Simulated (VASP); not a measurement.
Runs of VASP 6.6.1 on MgO. The structure is that of space group P3m1 (No. 156), or close to it. The cells are those of the table. 

| cell | gap on the mesh (eV) | pressure (GPa) | largest force (eV/Å) |
| --- | --- | --- | --- |
| a = 3.020, b = 3.020, c = 14.493 Å, angles 90.0, 90.0, 60.0°, 12 atoms | 3.70 | (a) | 3.27 |
| a = 3.020, b = 3.020, c = 15.543 Å, angles 90.0, 90.0, 60.0°, 12 atoms | 0.50 | -5.0 | 3.25 |
| a = 3.020, b = 3.020, c = 20.793 Å, angles 90.0, 90.0, 60.0°, 12 atoms | none | -1.6 | 1.16 |
| a = 3.020, b = 3.020, c = 16.793 Å, angles 90.0, 90.0, 60.0°, 12 atoms | none | -2.5 | (d) |
| a = 3.020, b = 3.020, c = 19.293 Å, angles 90.0, 90.0, 60.0°, 12 atoms | none | (c) | 1.13 |
| a = 3.020, b = 3.020, c = 15.293 Å, angles 90.0, 90.0, 60.0°, 12 atoms | 1.78 | -5.0 | 2.90 |
| a = 3.020, b = 3.020, c = 15.793 Å, angles 90.0, 90.0, 60.0°, 12 atoms | none | -4.5 | (b) |
| a = 3.020, b = 3.020, c = 17.793 Å, angles 90.0, 90.0, 60.0°, 12 atoms | none | -2.0 | 1.20 |

Alike in all rows: task single point; level PBE; potentials or basis VASP PAW PBE potentials, release 64 (Mg, O); no spin polarisation; k mesh 9 × 9 × 2; cutoff (eV) 520; smearing gaussian 0.05 eV.

**Question.** Fill in the values left out.

**Answer.** (a) 1.5; (b) 2.98; (c) -1.8; (d) 1.56.

Caveats: forces of over 1 eV/Å act on the atoms, so gaps and moduli don't describe the material at rest.

A k mesh can miss the band edges.

A gap of «none» marks levels without a gap at the run's occupations.
